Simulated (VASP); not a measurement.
# Pb (Im-3m) in VASP: notebook, part 2 of 2

VASP 6.6.1.

### 4 Single point, PBEsol (one atom moved)

Contents of INCAR:

```
SYSTEM = Pb
  PREC = Accurate
  ENCUT = 520
  EDIFF = 1E-6
  ISMEAR = 0
  SIGMA = 0.1
  LREAL = .FALSE.
  LASPH = .TRUE.
  NELM = 100
  ALGO = Normal
  ISIF = 2
  LWAVE = .FALSE.
  LCHARG = .FALSE.
  GGA = PS
  NBANDS = 13
```

Contents of KPOINTS:

```
Automatic mesh
0
G
  14 14 14
  0 0 0
```

Contents of POSCAR:

```
Pb
1.0
   -1.9796595667      1.9796595667      1.9796595667
    1.9796595667     -1.9796595667      1.9796595667
    1.9796595667      1.9796595667     -1.9796595667
Pb
1
Direct
    0.0075947402      0.0046674692     -0.0074482503
```

Potentials or basis: VASP PAW PBE potentials, release 64 (Pb_d).

Started as:

```console
cat potpaw_PBE.64/Pb_d/POTCAR > POTCAR
mpirun -np 1 vasp_std > vasp.out
```

OUTCAR:

```text
SYSTEM = Pb
   PREC = Accurate
   ENCUT = 520
   EDIFF = 1E-6
   ISMEAR = 0
   LREAL = .FALSE.
   LASPH = .TRUE.
   NELM = 100
   ISIF = 2
   GGA = PS

 ion  position               nearest neighbor table
   1  0.008  0.005  0.993-

  LATTYP: Found a body centered cubic cell.
 ALAT       =     3.9593191334

  Lattice vectors:

 A1 = (  -1.9796595667,   1.9796595667,   1.9796595667)
 A2 = (   1.9796595667,  -1.9796595667,   1.9796595667)
 A3 = (   1.9796595667,   1.9796595667,  -1.9796595667)

Analysis of symmetry for initial positions (statically):
=====================================================================
 Subroutine PRICEL returns:
 Original cell was already a primitive cell.

 Routine SETGRP: Setting up the symmetry group for a
 body centered cubic supercell.

 Subroutine GETGRP returns: Found 48 space group operations
 (whereof  1 operations were pure point group operations)
 out of a pool of 48 trial point group operations.

The static configuration has the point symmetry C_1 .
 The point group associated with its full space group is O_h .

Analysis of symmetry for dynamics (positions and initial velocities):
=====================================================================
 Subroutine PRICEL returns:
 Original cell was already a primitive cell.

 Routine SETGRP: Setting up the symmetry group for a
 body centered cubic supercell.

 Subroutine GETGRP returns: Found 48 space group operations
 (whereof  1 operations were pure point group operations)
 out of a pool of 48 trial point group operations.

The dynamic configuration has the point symmetry C_1 .
 The point group associated with its full space group is O_h .

 Subroutine INISYM returns: Found 48 space group operations
 (whereof  1 operations are pure point group operations),
 and found     1 'primitive' translations

----------------------------------------------------------------------------------------
[... 113 lines left out ...]
  Fermi-wavevector in a.u.,A,eV,Ry     =   1.255568  2.372680 21.448927  1.576452
  Thomas-Fermi vector in A             =   2.389319
   LORBIT       =      0    0 simple, 1 ext, 2 COOP (PROOUT), +10 PAW based schemes
   GGA     = PS    functional components
   LHFCALC =     F    Hartree Fock is set to
   AEXX    =    0.0000 exact exchange contribution
   IVDW    =     0    specifies the selected vdW correction
   LEPSILON=     F    determine dielectric tensor
   LRPA    =     F    only Hartree local field effects (RPA)
 non-spin polarized calculation
 Gauss-broadening in eV      SIGMA  =   0.10
  energy-cutoff  :      520.00
  volume of cell :       31.03
 maximum number of plane-waves:       887
 NGX is ok and might be reduce to    28
   NGX = 13   NGY = 13   NGZ = 13

 number of electron      14.0000000 magnetization

 Free energy of the ion-electron system (eV)
  ---------------------------------------------------
  ext. energy  EPLUGINS =         0.00000000
  ---------------------------------------------------
  free energy    TOTEN  =        -3.95105329 eV

  energy without entropy =       -3.94618217  energy(sigma->0) =       -3.94861773

 E-fermi :   6.7805     XC(G=0): -10.2338

 val. band max:        6.7644479527   @ k =   0.2143   0.2143   0.2143
 cond. band min:       6.7831691016   @ k =   0.2143   0.1429   0.0000
 fundamental gap:      0.0187211489
 Fermi energy:         6.7805308155

 k-point     1 :       0.0000    0.0000    0.0000
  band No.  band energies     occupation
      1     -10.1857      2.00000
      2     -10.1857      2.00000
      3     -10.1857      2.00000
      4      -9.9586      2.00000
      5      -9.9586      2.00000
      6      -4.7722      2.00000
      7      14.2787      0.00000
      8      14.2787      0.00000
      9      14.2787      0.00000
     10      17.9167      0.00000
     11      17.9167      0.00000
     12      17.9167      0.00000
     13      18.3449      0.00000
[... 354 lines left out ...]
  band No.  band energies     occupation
      1     -10.2188      2.00000
      2     -10.0680      2.00000
      3     -10.0239      2.00000
      4      -9.9535      2.00000
      5      -9.9157      2.00000
      6      -0.4759      2.00000
      7       4.3318      2.00000
      8       5.4845      2.00000
      9      10.8630      0.00000
     10      17.1111      0.00000
     11      18.4870      0.00000
     12      19.0063      0.00000
     13      22.6453      0.00000

 [... further k-points ...]
[... 5 lines left out ...]
  --------------------------------------------------------------------------------------
  -------------------------------------------------------------------------------------
  Total       -0.3311761     -0.3311761     -0.3311761      0.0000000     -0.0000000      0.0000000
  in kB      -17.0977119    -17.0977119    -17.0977119      0.0000000     -0.0000000      0.0000000
  external PRESSURE =     -17.0977119 kB  Pullay stress =       0.0000000 kB

 VOLUME and BASIS-vectors are now :
 -----------------------------------------------------------------------------
  energy-cutoff  :      520.00
  volume of cell :       31.03
      direct lattice vectors                 reciprocal lattice vectors
    -1.979659567  1.979659567  1.979659567     0.000000000  0.252568678  0.252568678
     1.979659567 -1.979659567  1.979659567     0.252568678  0.000000000  0.252568678
     1.979659567  1.979659567 -1.979659567     0.252568678  0.252568678  0.000000000

 POSITION                                       TOTAL-FORCE (eV/Angst)
 -----------------------------------------------------------------------------------
      1.95912      1.97071     -1.94064        -0.000000      0.000000     -0.000000
 -----------------------------------------------------------------------------------
    total drift:                                0.000002      0.000011     -0.000003

  FREE ENERGIE OF THE ION-ELECTRON SYSTEM (eV)
  ---------------------------------------------------
  free  energy   TOTEN  =        -3.9510532939 eV

  energy  without entropy=       -3.9461821718  energy(sigma->0) =       -3.94861773
```

Wall time 51 s (1 thread of Intel Xeon 8259CL, shared host); peak memory 0.18 GiB.

What came out:

* Free energy: -3.9511 eV
* Pressure: -1.7 GPa
* Band gap on the k mesh: zero (band 7 reaches 14.28 eV, above the bottom of band 8 at 4.86 eV)

Levels at points of the mesh, in eV from the Fermi level:
| k point | band 5 | band 6 | band 7 | band 8 | band 9 | band 10 |
| --- | --- | --- | --- | --- | --- | --- |
| (0.00, 0.00, 0.00) | -16.74 | -11.55 | 7.50 | 7.50 | 7.50 | 11.14 |
| (0.50, 0.00, 0.00) | -16.60 | -7.82 | -3.89 | 3.45 | 5.14 | 7.49 |
| (0.50, 0.50, 0.50) | -16.63 | -5.20 | -0.29 | -0.29 | -0.29 | 4.61 |

Caveat: the cell differs from its parent crystal (one atom moved); the PAW data sets were made with another functional, which shifts forces and pressure a little; spin-orbit coupling is left out, which moves the levels of the heavy elements.
